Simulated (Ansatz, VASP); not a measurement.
**La: VASP beside Ansatz**

```
CELL_PARAMETERS angstrom
-1.85941 1.85941 1.85941
1.85941 -1.85941 1.85941
1.85941 1.85941 -1.85941
ATOMIC_POSITIONS crystal
La 0.00000 0.00000 0.00000
```

Change from the starting cell: volume scaled by 0.68, LAPW.

Alike in both runs: task single point; functional PBE; k mesh 13 × 13 × 13; occupations fermi-dirac, width 0.08 eV; no spin polarisation.

|  | VASP | Ansatz |
| --- | --- | --- |
| version | VASP 6.6.1 | Ansatz 0.2.0 |
| potentials or method | VASP PAW PBE potentials, release 64 (La), cutoff 520 eV | all-electron LAPW, scalar-relativistic |

VASP gave:

| Item | Value |
| --- | --- |
| pressure (GPa) | 16.3 |

Problem. What did Ansatz give for the same quantities?

Solution. Pressure (GPa): 16.2.

Ansatz ran all-electron here, and VASP with PAW potentials.

Neither program's run includes spin-orbit coupling.
